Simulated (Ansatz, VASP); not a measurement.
TiSi: VASP beside Ansatz

```
Ti Si
1.0
     2.26728   -3.92704    0.00000
    -4.53456    0.00000    0.00000
     0.00000    0.00000   -5.05672
Ti Si
3 3
Cartesian
  2.2673 -3.9270 -2.5284
  -2.2673 -1.3090 -3.8155
  0.0000 -2.6180 -1.2412
  2.2673 -3.9270 0.0000
  -2.2673 -1.3090 -1.3181
  0.0000 -2.6180 -3.7386
```

Alike in both runs: functional r2SCAN; k mesh 12 × 12 × 8; occupations gaussian, width 0.1 eV; no spin polarisation.

Ansatz relaxed the structure, and its values are those at the end. VASP's run is a single point on that final structure, the one shown.

```csv
,VASP,Ansatz
version,VASP 6.6.1,Ansatz 0.2.0
potentials or method,"VASP PAW PBE potentials, release 64 (Ti_sv, Si), cutoff 520 eV","scalar-relativistic, plane waves, PAW"
valence electrons in the cell,48,48
```

Ansatz gave:

```
gap on the k mesh at the Fermi level (eV) : none
pressure (GPa)                            : 0.0
```

**Question.** What did VASP give for the same quantities?

**Answer.** gap on the k mesh at the Fermi level (eV): none; pressure (GPa): 0.3.

VASP's potentials were made for PBE, not for r2SCAN. A gap of «none» marks a metal or a gap that the smearing closes. With one functional, cell and mesh, what is left measures potentials, basis and numerics.
